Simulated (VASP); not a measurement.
A run of VASP 6.6.1:

POSCAR

```
Ge
1.0
    0.0000000000      2.8300000000      2.8300000000
    2.8300000000      0.0000000000      2.8300000000
    2.8300000000      2.8300000000      0.0000000000
Ge
2
Direct
    0.0000000000      0.0000000000      0.0000000000
    0.2500000000      0.2500000000      0.2500000000
```

The input INCAR.step1:

```
ALGO = Normal
EDIFF = 1E-4
ENCUT = 600
GGA = PE
ISMEAR = -1
LASPH = T
LCHARG = F
LREAL = F
LWAVE = T
NELM = 100
PREC = Accurate
SIGMA = 0.05
```

INCAR.step2

```
ALGO = Normal
EDIFF = 1E-6
EDIFFG = -0.03
ENCUT = 600
IBRION = 2
ISIF = 3
ISMEAR = -1
ISTART = 1
LASPH = T
LCHARG = F
LMIXTAU = T
LREAL = F
LWAVE = F
METAGGA = R2SCAN
NELM = 100
NSW = 80
PREC = Accurate
PSTRESS = 200.0
SIGMA = 0.05
```

The input KPOINTS:

```
k-points
0
Gamma
  8 8 8
```

Potentials or basis: VASP PAW PBE potentials, release 64 (Ge_d).

Launch:

```bash
$ cat potpaw_PBE.64/Ge_d/POTCAR > POTCAR
$ cp INCAR.step1 INCAR
$ mpirun -np 1 vasp_std > vasp.out
$ cp INCAR.step2 INCAR
$ mpirun -np 1 vasp_std > vasp.out
```

Hardware: 1 thread of Intel Xeon 6975P-C (shared host).

Task: How long does it take, and how much memory?

Result: Run time: 3.6 min on 1 thread of Intel Xeon 6975P-C, on a shared host, peak memory 0.21 GiB. Counts: k points 29, ion steps 5.
